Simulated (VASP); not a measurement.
W, 1 atom in the cell. The structure is cubic, space group Im-3m (No. 229). The conventional cell has a = 3.206 Å, b = 3.206 Å, c = 3.206 Å, α = 90.00°, β = 90.00°, γ = 90.00°. W (site symmetry m-3m) has 14 W at 2.78 to 3.21 Å within 3.7 Å. 

- Program: VASP 6.6.1
- Task: single point
- Functional: PBE
- Potentials or basis: VASP PAW PBE potentials, release 64 (W_sv)
- Cutoff: 520 eV
- k mesh: 13 × 13 × 13
- Occupations: fermi-dirac, width 0.15 eV
- Spin: no spin polarisation
- Dipole correction: no
- Further INCAR settings: ALGO = Normal; EDIFF = 1e-06; NBANDS = 13

Potentials or basis: VASP PAW PBE potentials, release 64 (W_sv).

Run with:

```sh
$ cat potpaw_PBE.64/W_sv/POTCAR > POTCAR
$ mpirun -np 1 vasp_std > vasp.out
```

Hardware: 1 thread of Intel Xeon 6975P-C, on a shared host.

**Question.** How long does it take, and how much memory?

**Answer.** Run time: 8.6 s on 1 thread of Intel Xeon 6975P-C, on a shared host, peak memory 0.15 GiB. Counts: scf iterations 11, k points 84.
